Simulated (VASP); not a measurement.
# NbH2 in VASP: a series of runs

NbH2 is run at these levels: LDA; tasks: electric field gradients.

All numbers are computed with VASP 6.6.1; they aren't measurements. Logs are shortened: lines on timing, memory, paths and dates and some standing lists are left out, and cuts for length are marked.

### 1 The cell of the first run

It takes space group R-3m (No. 166, trigonal). The conventional cell has a = 3.210 Å, b = 3.210 Å, c = 7.982 Å, α = 90.00°, β = 90.00°, γ = 120.00°. Nb (site symmetry -3m) has 8 H at 1.97 to 2.00 Å within 2.6 Å. H (site symmetry 3m) has 4 Nb at 1.97 to 2.00 Å and 6 H at 2.28 Å within 2.6 Å.

### 2 Electric field gradients, LDA (equal xy, yz and zx shear strains of +1 %)

Input file INCAR:

```
ALGO     = Normal         # electronic algorithm
EDIFF    = 1E-8           # SCF threshold, eV
ENCUT    = 400            # plane-wave cutoff, eV
GGA_COMPAT= F            
ISIF     = 2              # what is computed and relaxed
ISMEAR   = -1             # smearing method
LASPH    = T              # aspherical terms in the spheres
LCHARG   = F              # write CHGCAR
LEFG     = T            
LREAL    = F              # projectors in reciprocal space
LWAVE    = F              # write WAVECAR
NBANDS   = 14             # bands
NELM     = 120            # most SCF steps
PREC     = Accurate       # precision mode
SIGMA    = 0.03           # smearing width, eV
```

Input file KPOINTS:

```
k-points
0
Gamma
  15 15 15
```

Input file POSCAR:

```
NbH2
1.0
    0.0228150000      2.2929075000      2.2929075000
    2.2929075000      0.0228150000      2.2929075000
    2.2929075000      2.2929075000      0.0228150000
Nb H
1 2
Direct
    0.0000000000      0.0000000000      0.0000000000
    0.2500000000      0.2500000000      0.2500000000
    0.7500000000      0.7500000000      0.7500000000
```

Potentials or basis: VASP PAW LDA potentials, release 64 (Nb_sv, H).

The run is started by

```
cat potpaw_LDA.64/Nb_sv/POTCAR potpaw_LDA.64/H/POTCAR > POTCAR
mpirun -np 1 vasp_std > vasp.out
```

OUTCAR:

```text
EDIFF = 1E-8
   ENCUT = 400
   ISIF = 2
   ISMEAR = -1
   LASPH = T
   LREAL = F
   NELM = 120
   PREC = Accurate

 ion  position               nearest neighbor table
   1  0.000  0.000  0.000-
   2  0.250  0.250  0.250-
   3  0.750  0.750  0.750-

  LATTYP: Found a trigonal (rhomboedric) cell.
 ALAT       =     3.2427411447
 COS(alpha) =     0.5099250056

  Lattice vectors:

 A1 = (   0.0228150000,   2.2929075000,   2.2929075000)
 A2 = (   2.2929075000,   0.0228150000,   2.2929075000)
 A3 = (   2.2929075000,   2.2929075000,   0.0228150000)

Analysis of symmetry for initial positions (statically):
=====================================================================
 Subroutine PRICEL returns:
 Original cell was already a primitive cell.

 Routine SETGRP: Setting up the symmetry group for a
 trigonal (rhombohedral) supercell.

 Subroutine GETGRP returns: Found 12 space group operations
 (whereof 12 operations were pure point group operations)
 out of a pool of 12 trial point group operations.

The static configuration has the point symmetry D_3d.

Analysis of symmetry for dynamics (positions and initial velocities):
=====================================================================
 Subroutine PRICEL returns:
 Original cell was already a primitive cell.

 Routine SETGRP: Setting up the symmetry group for a
 trigonal (rhombohedral) supercell.

 Subroutine GETGRP returns: Found 12 space group operations
 (whereof 12 operations were pure point group operations)
 out of a pool of 12 trial point group operations.

The dynamic configuration has the point symmetry D_3d.

 Subroutine INISYM returns: Found 12 space group operations
 (whereof 12 operations are pure point group operations),
 and found     1 'primitive' translations

----------------------------------------------------------------------------------------

                                     Primitive cell

  volume of cell :      23.7497

  direct lattice vectors                    reciprocal lattice vectors
     0.022815000  2.292907500  2.292907500    -0.221345715  0.219164969  0.219164969
     2.292907500  0.022815000  2.292907500     0.219164969 -0.221345715  0.219164969
     2.292907500  2.292907500  0.022815000     0.219164969  0.219164969 -0.221345715

  length of vectors
     3.242741145  3.242741145  3.242741145     0.380868078  0.380868078  0.380868078

  position of ions in fractional coordinates (direct lattice)
     0.000000000  0.000000000  0.000000000
     0.250000000  0.250000000  0.250000000
     0.750000000  0.750000000  0.750000000

  ion indices of the primitive-cell ions
   primitive index   ion index
                 1           1
                 2           2
                 3           3

----------------------------------------------------------------------------------------

 KPOINTS: k-points

Automatic generation of k-mesh.
 Grid dimensions read from file:
 generate k-points for:   15   15   15

 Generating k-lattice:

  Cartesian coordinates                     Fractional coordinates (reciprocal lattice)
    -0.014756381  0.014610998  0.014610998     0.066666667  0.000000000 -0.000000000
     0.014610998 -0.014756381  0.014610998     0.000000000  0.066666667 -0.000000000
     0.014610998  0.014610998 -0.014756381     0.000000000  0.000000000  0.066666667

  Length of vectors
     0.025391205  0.025391205  0.025391205

  Shift w.r.t. Gamma in fractional coordinates (k-lattice)
     0.000000000  0.000000000  0.000000000

 Subroutine IBZKPT returns following result:
 ===========================================

 Found    344 irreducible k-points:

 Following reciprocal coordinates:
            Coordinates               Weight
  0.000000  0.000000  0.000000      1.000000
  0.066667 -0.000000 -0.000000      6.000000
  0.133333 -0.000000 -0.000000      6.000000
  0.200000  0.000000 -0.000000      6.000000
  0.266667 -0.000000 -0.000000      6.000000
  0.333333  0.000000 -0.000000      6.000000
[... 16 lines left out ...]
  0.133333  0.133333 -0.000000      6.000000
  0.200000  0.133333 -0.000000     12.000000
 [... further k-points ...]
   k-points           NKPTS =    344   k-points in BZ     NKDIM =    344   number of bands    NBANDS=     14
   number of dos      NEDOS =    301   number of ions     NIONS =      3
   total plane-waves  NPLWV =  13824
   dimension x,y,z NGX =    24 NGY =   24 NGZ =   24
   dimension x,y,z NGXF=    48 NGYF=   48 NGZF=   48
   ions per type =               1   2
   NGX,Y,Z   is equivalent  to a cutoff of  12.30, 12.30, 12.30 a.u.
   NGXF,Y,Z  is equivalent  to a cutoff of  24.61, 24.61, 24.61 a.u.
 SYSTEM =  unknown system
   PREC   = accura    normal or accurate (medium, high low for compatibility)
   ISTART =      0    job   : 0-new  1-cont  2-samecut
   ICHARG =      2    charge: 1-file 2-atom 10-const
   ISPIN  =      1    spin polarized calculation?
   LNONCOLLINEAR =      F non collinear calculations
   LSORBIT =      F    spin-orbit coupling
   LASPH  =      T    aspherical Exc in radial PAW
   ENCUT  =  400.0 eV  29.40 Ry    5.42 a.u.   5.29  5.29  5.29*2*pi/ulx,y,z
   NELM   =    120;   NELMIN=  2; NELMDL= -5     # of ELM steps
   EDIFF  = 0.1E-07   stopping-criterion for ELM
   LREAL  =      F    real-space projection
   EDIFFG = 0.1E-06   stopping-criterion for IOM
   NSW    =      0    number of steps for IOM
   IBRION =     -1    ionic relax: 0-MD 1-quasi-New 2-CG
   NFREE  =      0    steps in history (QN), initial steepest desc. (CG)
   ISIF   =      2    stress and relaxation
   ISYM   =      2    0-nonsym 1-usesym 2-fastsym
   POTIM  = 0.5000    time-step for ionic-motion
   TEBEG  =    0.0;   TEEND  =   0.0 temperature during run
   PSTRESS=    0.0 pullay stress
   NELECT =      15.0000    total number of electrons
   NUPDOWN=      -1.0000    fix difference up-down
   EMIN   =  10.00;   EMAX   =-10.00  energy-range for DOS
   EFERMI =   0.00;   METHOD = LEGACY
   ISMEAR =    -1;   SIGMA  =   0.03  broadening in eV -4-tet -1-fermi 0-gaus
   EFERMI_NEDOS =   21; number of points for ismear=-14 and -15
   IALGO  =     38    algorithm
   IMIX   =      4    mixing-type and parameters
     AMIX     =   0.40;   BMIX     =  1.00
     AMIX_MAG =   1.60;   BMIX_MAG =  1.00
  volume/ion in A,a.u.               =       7.92        53.42
  Fermi-wavevector in a.u.,A,eV,Ry     =   1.404599  2.654307 26.842901  1.972898
  Thomas-Fermi vector in A             =   2.527144
   LORBIT       =      0    0 simple, 1 ext, 2 COOP (PROOUT), +10 PAW based schemes
   GGA     = CA    functional components
   LHFCALC =     F    Hartree Fock is set to
   AEXX    =    0.0000 exact exchange contribution
   IVDW    =     0    specifies the selected vdW correction
   LEPSILON=     F    determine dielectric tensor
   LRPA    =     F    only Hartree local field effects (RPA)
 non-spin polarized calculation
  energy-cutoff  :      400.00
  volume of cell :       23.75
 maximum number of plane-waves:       445
 NGX is ok and might be reduce to    24
   NGX = 11   NGY = 11   NGZ = 11

 number of electron      15.0000000 magnetization

 Free energy of the ion-electron system (eV)
  ---------------------------------------------------
  ext. energy  EPLUGINS =         0.00000000
  ---------------------------------------------------
  free energy    TOTEN  =       -19.24612299 eV

  energy without entropy =      -19.24320938  energy(sigma->0) =      -19.24466619

 E-fermi :   9.7791     XC(G=0): -12.2419

 val. band max:        9.7653904430   @ k =  -0.2000  -0.2000   0.1333
 cond. band min:       9.7842013971   @ k =  -0.4667   0.2667   0.1333
 fundamental gap:      0.0188109541
 Fermi energy:         9.7790853638

 k-point     1 :       0.0000    0.0000    0.0000
  band No.  band energies     occupation
      1     -45.3061      2.00000
      2     -21.2617      2.00000
      3     -21.2366      2.00000
      4     -21.2366      2.00000
      5      -0.8273      2.00000
      6       8.2969      2.00000
      7       8.4611      2.00000
      8       8.4611      2.00000
      9       8.7881      2.00000
     10      11.0291      0.00000
     11      11.0291      0.00000
     12      22.2085      0.00000
     13      22.9460      0.00000
     14      23.2161      0.00000

 k-point     2 :       0.0667   -0.0000   -0.0000
  band No.  band energies     occupation
      1     -45.3023      2.00000
      2     -21.2754      2.00000
      3     -21.2588      2.00000
      4     -21.2407      2.00000
      5      -0.7046      2.00000
      6       7.2874      2.00000
      7       8.3774      2.00000
      8       8.5272      2.00000
      9      10.0930      0.00006
     10      10.9737      0.00000
     11      10.9757      0.00000
     12      21.0469      0.00000
     13      23.2189      0.00000
     14      23.4557      0.00000

 k-point     3 :       0.1333   -0.0000   -0.0000
  band No.  band energies     occupation
      1     -45.2915      2.00000
      2     -21.3616      2.00000
      3     -21.2729      2.00000
      4     -21.2525      2.00000
      5      -0.3534      2.00000
      6       6.1724      2.00000
      7       8.5370      2.00000
      8       8.6972      2.00000
      9      10.8457      0.00000
     10      10.8652      0.00000
     11      11.6480      0.00000
     12      19.7370      0.00000
     13      23.9251      0.00000
     14      24.1384      0.00000
[... 324 lines left out ...]
 k-point    23 :       0.1333    0.1333   -0.0000
  band No.  band energies     occupation
      1     -45.2870      2.00000
      2     -21.3671      2.00000
      3     -21.2921      2.00000
      4     -21.2750      2.00000
      5      -0.1881      2.00000
      6       5.7465      2.00000
      7       8.7587      2.00000
      8       8.8632      2.00000
      9      10.2195      0.00000
     10      11.2499      0.00000
     11      12.1186      0.00000
     12      20.0178      0.00000
     13      23.3361      0.00000
     14      23.5470      0.00000

 k-point    24 :       0.2000    0.1333   -0.0000
  band No.  band energies     occupation
      1     -45.2752      2.00000
      2     -21.4489      2.00000
      3     -21.3134      2.00000
      4     -21.2918      2.00000
      5       0.2188      2.00000
      6       5.0976      2.00000
      7       8.9552      2.00000
      8       9.0490      2.00000
      9       9.9150      0.02135
     10      11.3469      0.00000
     11      13.2427      0.00000
     12      19.5218      0.00000
     13      23.4161      0.00000
     14      23.5154      0.00000

 [... further k-points ...]

------------------------ aborting loop because EDIFF is reached ----------------------------------------

  FORCE on cell =-STRESS in cart. coord.  units (eV):
  Direction    XX          YY          ZZ          XY          YZ          ZX
  --------------------------------------------------------------------------------------
  -------------------------------------------------------------------------------------
  Total       -1.3402793     -1.3402793     -1.3402793     -0.1872030     -0.1872030     -0.1872030
  in kB      -90.4163431    -90.4163431    -90.4163431    -12.6288681    -12.6288681    -12.6288681
  external PRESSURE =     -90.4163431 kB  Pullay stress =       0.0000000 kB

 VOLUME and BASIS-vectors are now :
 -----------------------------------------------------------------------------
  energy-cutoff  :      400.00
  volume of cell :       23.75
      direct lattice vectors                 reciprocal lattice vectors
     0.022815000  2.292907500  2.292907500    -0.221345715  0.219164969  0.219164969
     2.292907500  0.022815000  2.292907500     0.219164969 -0.221345715  0.219164969
     2.292907500  2.292907500  0.022815000     0.219164969  0.219164969 -0.221345715

 POSITION                                       TOTAL-FORCE (eV/Angst)
 -----------------------------------------------------------------------------------
      0.00000      0.00000      0.00000         0.000000      0.000000      0.000000
      1.15216      1.15216      1.15216        -0.042441     -0.042441     -0.042441
      3.45647      3.45647      3.45647         0.042441      0.042441      0.042441
 -----------------------------------------------------------------------------------
    total drift:                               -0.000000      0.000000      0.000000

  FREE ENERGIE OF THE ION-ELECTRON SYSTEM (eV)
  ---------------------------------------------------
  free  energy   TOTEN  =       -19.2461229944 eV

  energy  without entropy=      -19.2432093820  energy(sigma->0) =      -19.24466619

 Electric field gradients (V/A^2)
---------------------------------------------------------------------
 ion       V_xx      V_yy      V_zz      V_xy      V_xz      V_yz
---------------------------------------------------------------------
   1       0.000     0.000    -0.000     7.195     7.195     7.195
   2       0.000     0.000    -0.000    -0.222    -0.222    -0.222
   3      -0.000     0.000    -0.000    -0.222    -0.222    -0.222
---------------------------------------------------------------------

 Electric field gradients after diagonalization (V/A^2)
 (convention: |V_zz| > |V_xx| > |V_yy|)
----------------------------------------------------------------------
 ion       V_xx      V_yy      V_zz     asymmetry (V_yy - V_xx)/ V_zz
----------------------------------------------------------------------
   1      -7.195    -7.195    14.391       0.000
   2       0.222     0.222    -0.444       0.000
   3       0.222     0.222    -0.444       0.000
----------------------------------------------------------------------

           NMR quadrupolar parameters

 Cq : quadrupolar parameter    Cq=e*Q*V_zz/h
 eta: asymmetry parameters     (V_yy - V_xx)/ V_zz
 Q  : nuclear electric quadrupole moment in mb (millibarn)
----------------------------------------------------------------------
 ion       Cq(MHz)       eta       Q (mb)
----------------------------------------------------------------------
   1       0.035       0.000       1.000
   2      -0.001       0.000       1.000
   3      -0.001       0.000       1.000
----------------------------------------------------------------------
```

Run time: 44 s. Hardware: 1 thread of Intel Xeon Platinum 8488C (Sapphire Rapids), shared host; peak memory 0.19 GiB.

What came out:

```
Free energy   : -19.2461 eV
Pressure      : -9.0 GPa
Largest force : 0.074 eV/Å
```

Forces in eV/Å, atoms in the order of the input:
```
Nb   0.000  0.000  0.000
H   -0.042 -0.042 -0.042
H    0.042  0.042  0.042
```

Stress tensor (GPa, compression positive):
```
-9.04 -1.26 -1.26
-1.26 -9.04 -1.26
-1.26 -1.26 -9.04
```

Electric field gradients, principal values (V/Å²):
| atom | least | middle | greatest (by size) |
| --- | --- | --- | --- |
| 1 Nb | -7.195 | -7.195 | 14.391 |
| 2 H | 0.222 | 0.222 | -0.444 |
| 3 H | 0.222 | 0.222 | -0.444 |

Caveat: the cell differs from its parent crystal (equal xy, yz and zx shear strains of +1 %); without QUAD_EFG the Cq values of the log hold for a quadrupole moment of 1 mb, not for the nuclei.

[end of part 1 of 3]
